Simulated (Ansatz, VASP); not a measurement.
# GeW in VASP and in Ansatz

The input INCAR:

```
SYSTEM = GeW
ALGO = Normal
EDIFF = 1E-7
EDIFFG = -0.01
ENCUT = 600
GGA = PE
IBRION = 2
ISIF = 3
ISMEAR = -1
LASPH = .True.
LCHARG = .False.
LREAL = .False.
LWAVE = .False.
NELM = 80
NSW = 60
PREC = Accurate
SIGMA = 0.05
```

Contents of KPOINTS:

```
k-points
0
Gamma
  9 9 9
  0 0 0
```

The input POSCAR:

```
GeW
1.0
    0.0000000000      2.5776100000      2.5776100000
    2.5776100000      0.0000000000      2.5776100000
    2.5776100000      2.5776100000      0.0000000000
Ge W
1 1
Direct
    0.5000000000      0.5000000000      0.5000000000
    0.0000000000      0.0000000000      0.0000000000
```

Contents of input.yaml:

```yaml
crystal:
  lattice:
    - [0.0, 2.57761, 2.57761]
    - [2.57761, 0.0, 2.57761]
    - [2.57761, 2.57761, 0.0]
  atoms:
    - { symbol: Ge, position: [0.5, 0.5, 0.5] }
    - { symbol: W, position: [0.0, 0.0, 0.0] }
hamiltonian:
  xc: pbe
  pseudopotentials: { kind: paw }
kpoints:
  mp_grid: { grid: [9, 9, 9] }
scf:
  occupations: { method: fermi_dirac, width: 0.05 }
output:
  forces: true
  stress: true
  eigenvalues: true
relax:
  f_tol: 0.01
  max_steps: 40
  cell: { stress_tol: 0.05 }
```

Alike in both runs: task relaxation of cell and atoms; functional PBE; k mesh 9 × 9 × 9; occupations fermi-dirac, width 0.05 eV; no spin polarisation.

```csv
,VASP,Ansatz
version,VASP 6.6.1,Ansatz 0.2.0
potentials or method,"VASP PAW PBE potentials, release 64 (Ge_d, W_sv)",Ansatz PAW
plane-wave cutoff (eV),600,420
valence electrons in the cell,28,28
```

Ansatz gave:

| Quantity | Value |
| --- | --- |
| gap on the k mesh at the Fermi level, each at its own relaxed structure (eV) | none |
| relaxed volume (Å³/atom) | 17.15 |
| relaxed cell length with the largest relative difference (Å) | 3.647 |

Q: Estimate VASP's values.

A: gap on the k mesh at the Fermi level, each at its own relaxed structure (eV): none; relaxed volume (Å³/atom): 17.17; relaxed cell length with the largest relative difference (Å): 3.649.

A gap of «none» marks a metal or a gap that the smearing closes.

Neither program's run includes spin-orbit coupling. Noted on Ansatz's run: the plane-wave basis is chosen anew once the cell has moved, so the energies of steps on either side of that aren't comparable.
